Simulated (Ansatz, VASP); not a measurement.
Two plane-wave programs on ZrAg3

```
CELL_PARAMETERS angstrom
4.24396 0.00000 0.00000
0.00000 4.24396 0.00000
0.00000 0.00000 4.24396
ATOMIC_POSITIONS crystal
Zr 0.00000 0.00000 0.00000
Ag 0.00000 0.50000 0.50000
Ag 0.50000 0.50000 0.00000
Ag 0.50000 0.00000 0.50000
```

Alike in both runs: task single point; functional PBE; k mesh 8 × 8 × 8; occupations gaussian, width 0.05 eV; no spin polarisation.

```csv
,VASP,Ansatz
version,VASP 6.6.1,Ansatz 0.2.0
potentials or method,"VASP PAW PBE potentials, release 64 (Zr_sv, Ag), cutoff 520 eV","scalar-relativistic, plane waves, PAW"
valence electrons in the cell,45,69
```

```csv
,VASP,Ansatz,Ansatz less VASP
gap on the k mesh at the Fermi level (eV),none,none,-
pressure (GPa),2.0,2.0,+0.03
```

A gap of «none» marks a metal or a gap that the smearing closes. VASP's potentials hold 45 valence electrons a cell and Ansatz's 69, so a difference there can come from the potentials and not from the codes.
